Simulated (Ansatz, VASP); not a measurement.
# One calculation of Al, two programs

Contents of INCAR:

```
PREC = Accurate
ENCUT = 520
EDIFF = 1E-6
ISMEAR = 0
SIGMA = 0.15
LREAL = False
LASPH = True
NELM = 60
ALGO = Normal
ISIF = 2
LWAVE = False
LCHARG = False
GGA = PS
IVDW = 12
NBANDS = 10
```

The input KPOINTS:

```
Automatic mesh
0
Gamma
  18 18 10
```

POSCAR

```
Al
1.0
    2.7421439677      0.0000000000      0.0000000000
   -1.3710719838      2.3747663369      0.0000000000
    0.0000000000      0.0000000000      4.7451787500
Al
2
Direct
    0.6666666667      0.3333333333      0.7500000000
    0.3333333333      0.6666666667      0.2500000000
```

Input for Ansatz:

```yaml
crystal:
  lattice:
    - [2.7421439677, 0.0, 0.0]
    - [-1.3710719838, 2.3747663369, 0.0]
    - [0.0, 0.0, 4.74517875]
  atoms:
    - { symbol: Al, position: [0.6666666667, 0.3333333333, 0.75] }
    - { symbol: Al, position: [0.3333333333, 0.6666666667, 0.25] }
basis:
  ecutwfc: 420
kpoints:
  mp_grid: { grid: [18, 18, 10] }
hamiltonian:
  xc: pbesol
  dispersion: d3bj
scf:
  occupations: { method: gaussian, width: 0.15 }
output:
  forces: true
  stress: true
  eigenvalues: true
```

Change from the starting cell: strain -0.025 along x and y, -0.025 along z, atoms carried along.

Alike in both runs: task single point; functional PBEsol; dispersion D3(BJ); k mesh 18 × 18 × 10; occupations gaussian, width 0.15 eV; no spin polarisation.

|  | VASP | Ansatz |
| --- | --- | --- |
| version | VASP 6.6.1 | Ansatz 0.2.0 |
| potentials or method | VASP PAW PBE potentials, release 64 (Al), cutoff 520 eV | scalar-relativistic, plane waves, PAW |
| valence electrons in the cell | 6 | 6 |

Ansatz gave:

| Property | Result |
| --- | --- |
| gap on the k mesh at the Fermi level (eV) | none |
| pressure (GPa) | 1.6 |
| traceless stress, the component that is largest in VASP (GPa) | -2.51 |

What did VASP give for the same quantities?

gap on the k mesh at the Fermi level (eV): none; pressure (GPa): 1.7; traceless stress, the component that is largest in VASP (GPa): -2.54.

VASP's potentials were made for PBE, not for PBEsol. A gap of «none» marks a metal or a gap that the smearing closes.
